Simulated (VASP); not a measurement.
Set up this calculation in VASP 6.6.1, as the native input.

| Property | Result |
| --- | --- |
| Task | single point |
| Functional | PBE |
| Dispersion | D3(BJ) |
| Potentials or basis | VASP PAW PBE potentials, release 64 (Ge_d, Cu) |
| Cutoff | 520 eV |
| k mesh | 9 × 9 × 1 |
| Occupations | gaussian, width 0.1 eV |
| Spin | no spin polarisation |
| Dipole correction | yes |
| Further INCAR settings | ALGO = Normal; EDIFF = 1e-06; NBANDS = 42 |

The structure of CuGe4 lies in POSCAR:

```
CuGe4
1.0
    4.0303587907      0.0000000000      0.0000000000
   -2.0151793953      3.4903930991      0.0000000000
    0.0000000000      0.0000000000     21.5984135941
Ge Cu
4 1
Direct
    0.3333333333      0.6666666667      0.1851987871
    0.0000000000      0.0000000000      0.2232892486
    0.0000000000      0.0000000000      0.3443139717
    0.6666666667      0.3333333333      0.3795840634
    1.1111111111      0.4444444444      0.5092232143
```

These files were run (other wordings do the same):

INCAR

```
SYSTEM = CuGe4
  ALGO = Normal
  DIPOL = 0.5 0.5 0.328
  EDIFF = 1E-6
  ENCUT = 520
  GGA = PE
  IDIPOL = 3
  ISIF = 2
  ISMEAR = 0
  IVDW = 12
  LASPH = .True.
  LCHARG = .False.
  LDIPOL = .True.
  LREAL = .False.
  LWAVE = .False.
  NBANDS = 42
  NELM = 80
  PREC = Accurate
  SIGMA = 0.1
```

KPOINTS

```
k-points
0
Gamma
  9 9 1
  0 0 0
```

Potentials or basis: VASP PAW PBE potentials, release 64 (Ge_d, Cu).

Launch:

```console
$ cat potpaw_PBE.64/Ge_d/POTCAR potpaw_PBE.64/Cu/POTCAR > POTCAR
$ mpirun -np 1 vasp_std > vasp.out
```

It gave:

```
Largest force              : 0.919 eV/Å
Dispersion energy per atom : -0.240 eV
```

It took 20 min on 1 thread of Intel Xeon 6975P-C (shared host), peak memory 0.68 GiB.
